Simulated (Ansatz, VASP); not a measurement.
# CoO in VASP and in Ansatz

INCAR

```
  PREC = Accurate
  ENCUT = 600
  EDIFF = 1E-6
  ISMEAR = -1
  SIGMA = 0.05
  LREAL = F
  LASPH = T
  NELM = 200
  ALGO = Normal
  ISIF = 2
  LWAVE = F
  LCHARG = F
  ISPIN = 2
  MAGMOM = 2 0
  LORBIT = 11
  NUPDOWN = 2.0
  LMAXMIX = 4
  GGA = PE
  NBANDS = 22
  GGA_COMPAT = F
```

KPOINTS

```
regular mesh
0
Gamma
  10 10 10
```

POSCAR

```
CoO
1.0
   -1.5080004400      1.5080004400      2.1072503600
    1.5080004400     -1.5080004400      2.1072503600
    1.5080004400      1.5080004400     -2.1072503600
Co O
1 1
Direct
    0.0000000000      0.0000000000      0.0000000000
    0.5000000000      0.5000000000      0.0000000000
```

input.yaml

```yaml
crystal:
  lattice:
    - [-1.50800044, 1.50800044, 2.10725036]
    - [1.50800044, -1.50800044, 2.10725036]
    - [1.50800044, 1.50800044, -2.10725036]
  atoms:
    - { symbol: Co, position: [0.0, 0.0, 0.0], spin: 2.0 }
    - { symbol: O, position: [0.5, 0.5, 0.0] }
hamiltonian:
  xc: pbe
  pseudopotentials: { kind: paw }
magnetization:
  spin_polarized: true
  initial_magnetization: 2.0
  spin_locking: { lock_magnetization: hard }
kpoints:
  mp_grid: { grid: [10, 10, 10] }
scf:
  occupations: { method: fermi_dirac, width: 0.05 }
  lower_state_search: "off"
output:
  forces: true
  stress: true
  eigenvalues: true
```

Alike in both runs: task single point; functional PBE; k mesh 10 × 10 × 10; occupations fermi-dirac, width 0.05 eV; collinear spin; fixed moment 2 μB.

```csv
,VASP,Ansatz
version,VASP 6.6.1,Ansatz 0.2.0
potentials or method,"VASP PAW PBE potentials, release 64 (Co_sv, O)",Ansatz PAW
plane-wave cutoff (eV),600,420
valence electrons in the cell,23,23
```

Ansatz gave:

| Property | Result |
| --- | --- |
| pressure (GPa) | -7.5 |
| traceless stress, the component that is largest in VASP (GPa) | 0.58 |
| net moment per atom (μB) | 1.00 |
| size of the moment on the site where the two differ most (μB) | 1.81 |

Problem. What did VASP give for the same quantities?

Solution. Pressure (GPa): -9.9; traceless stress, the component that is largest in VASP (GPa): 0.59; net moment per atom (μB): 1.00; size of the moment on the site where the two differ most (μB): 1.85.

Site moments also hang on the region over which each program counts them.
